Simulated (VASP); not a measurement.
Wanted: the native input for a VASP 6.6.1 run.

```
Task                   : single point
Functional             : r2SCAN
Potentials or basis    : VASP PAW PBE potentials, release 64 (Mo_sv)
Cutoff                 : 520 eV
k mesh                 : 14 × 14 × 14
Occupations            : fermi-dirac, width 0.03 eV
Spin                   : no spin polarisation
Dipole correction      : no
Further INCAR settings : ALGO = Normal; EDIFF = 1e-07; NBANDS = 13
```

Mo:

```
Mo
1.0
    -1.57642    1.57642    1.57642
     1.57642   -1.57642    1.57642
     1.57642    1.57642   -1.57642
Mo
1
Cartesian
  0.0000 0.0000 0.0000
```

The input as run:

POSCAR

```
Mo
1.0
   -1.5764210372      1.5764210372      1.5764210372
    1.5764210372     -1.5764210372      1.5764210372
    1.5764210372      1.5764210372     -1.5764210372
Mo
1
Direct
    0.0000000000      0.0000000000      0.0000000000
```

INCAR.step1

```
SYSTEM = Mo
ALGO = Normal ; EDIFF = 1E-4
ENCUT = 520 ; GGA = PE
ISMEAR = -1 ; LASPH = .True.
LCHARG = .False. ; LREAL = .False.
LWAVE = .True. ; NBANDS = 13
NELM = 60 ; PREC = Accurate
SIGMA = 0.03
```

INCAR.step2

```
SYSTEM = Mo
ALGO = Normal ; EDIFF = 1E-7
ENCUT = 520 ; ISIF = 2
ISMEAR = -1 ; ISTART = 1
LASPH = .True. ; LCHARG = .True.
LELF = .True. ; LMIXTAU = .True.
LREAL = .False. ; LVHAR = .True.
LWAVE = .False. ; METAGGA = R2SCAN
NBANDS = 13 ; NELM = 60
PREC = Accurate ; SIGMA = 0.03
```

KPOINTS

```
k-points
0
Gamma
  14 14 14
  0 0 0
```

Potentials or basis: VASP PAW PBE potentials, release 64 (Mo_sv).

The run is started by

```sh
$ cat potpaw_PBE.64/Mo_sv/POTCAR > POTCAR
$ cp INCAR.step1 INCAR
$ mpirun -np 1 vasp_std > vasp.out
$ cp INCAR.step2 INCAR
$ mpirun -np 1 vasp_std > vasp.out
```

Results of the run:

```json
{
 "Pressure": "1.3 GPa",
 "Band gap on the k mesh": "zero (band 7 reaches 16.62 eV, above the bottom of band 8 at 11.08 eV)"
}
```

Caveat: the PAW data sets were made with another functional, which shifts forces and pressure a little.

Run time: 82 s on 1 thread of Intel(R) Xeon(R) Platinum 8259CL CPU @ 2.50GHz (Skylake/Cascade Lake) (shared host), peak memory 0.14 GiB.
